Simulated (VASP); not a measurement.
A run of VASP 6.6.1 is set up as follows.

POSCAR

```
BaTiO3
1.0
    7.9070236800      0.0000000000      0.0000000000
    0.0000000000      3.9535118400      0.0000000000
    0.0000000000      0.0000000000      3.9866930100
Ti O Ba
2 6 2
Direct
    0.2500000000      0.5000000000      0.5100000000
    0.7500000000      0.5000000000      0.5100000000
    0.2500000000      0.0000000000      0.4790000000
    0.7500000000      0.0000000000      0.4790000000
    0.0000000000      0.5000000000      0.4790000000
    0.5000000000      0.5000000000      0.4790000000
    0.2500000000      0.5000000000      0.9780000000
    0.7500000000      0.5000000000      0.9780000000
    0.0000000000      0.0000000000      0.0000000000
    0.5000000000      0.0000000000      0.0000000000
```

Contents of INCAR.step1:

```
SYSTEM = BaTiO3
ALGO = Normal ; EDIFF = 1E-4
ENCUT = 520 ; GGA = PE
ISMEAR = 1 ; LASPH = .True.
LCHARG = .False. ; LREAL = .False.
LWAVE = .True. ; NBANDS = 51
NELM = 60 ; PREC = Accurate
SIGMA = 0.1175
```

The input INCAR.step2:

```
SYSTEM = BaTiO3
ALGO = Normal ; EDIFF = 1E-6
ENCUT = 520 ; ISIF = 2
ISMEAR = 1 ; ISTART = 1
LASPH = .True. ; LCHARG = .True.
LELF = .True. ; LMIXTAU = .True.
LREAL = .False. ; LVHAR = .True.
LWAVE = .False. ; METAGGA = R2SCAN
NBANDS = 51 ; NELM = 60
PREC = Accurate ; SIGMA = 0.1175
```

Contents of KPOINTS:

```
k-points
0
Gamma
  4 7 7
  0 0 0
```

Potentials or basis: VASP PAW PBE potentials, release 64 (Ti_sv, O, Ba_sv).

Launch:

```sh
$ cat potpaw_PBE.64/Ti_sv/POTCAR potpaw_PBE.64/O/POTCAR potpaw_PBE.64/Ba_sv/POTCAR > POTCAR
$ cp INCAR.step1 INCAR
$ mpirun -np 1 vasp_std > vasp.out
$ cp INCAR.step2 INCAR
$ mpirun -np 1 vasp_std > vasp.out
```

(1) What does it give for the largest force?

(2) Estimate the pressure.

(3) What does it give for the band gap on the k mesh?

Results:

(1) 0.207 eV/Å.

(2) 7.4 GPa.

(3) 2.31 eV.

Caveat: the PAW data sets were made with another functional, which shifts forces and pressure a little; spin-orbit coupling is left out, which moves the levels of the heavy elements.
